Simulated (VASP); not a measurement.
Write the native input for VASP 6.6.1 that does the following.

```yaml
Task: single point
Functional: PBEsol
Potentials_or_basis: VASP PAW PBE potentials, release 64 (Nb_sv)
Cutoff: 520 eV
k_mesh: 16 × 16 × 16
Occupations: fermi-dirac, width 0.05 eV
Spin: no spin polarisation
Dipole_correction: no
Further_INCAR_settings: ALGO = Normal; EDIFF = 1e-06; NBANDS = 12
```

The structure of Nb lies in POSCAR:

```
Nb
1.0
    0.0000000000      2.0502052098      2.0502052098
    2.0502052098      0.0000000000      2.0502052098
    2.0502052098      2.0502052098      0.0000000000
Nb
1
Direct
    0.0000000000      0.0000000000      0.0000000000
```

This cell differs from its parent crystal: volume scaled by 0.95.

These files were run (other wordings do the same):

INCAR

```
SYSTEM = Nb
PREC = Accurate
ENCUT = 520
EDIFF = 1E-6
ISMEAR = -1
SIGMA = 0.05
LREAL = .False.
LASPH = .True.
NELM = 100
ALGO = Normal
ISIF = 2
LWAVE = .False.
LCHARG = .False.
GGA = PS
NBANDS = 12
```

KPOINTS

```
Automatic mesh
0
Gamma
  16 16 16
  0 0 0
```

Potentials or basis: VASP PAW PBE potentials, release 64 (Nb_sv).

The run is started by

```bash
$ cat potpaw_PBE.64/Nb_sv/POTCAR > POTCAR
$ mpirun -np 1 vasp_std > vasp.out
```

Results of the run:

```
Pressure : 9.4 GPa
```

Caveat: the PAW data sets were made with another functional, which shifts forces and pressure a little.

Run time: 18 s on 1 thread of AMD EPYC 9R45 96-Core Processor (Zen 5) (shared host), peak memory 0.13 GiB.
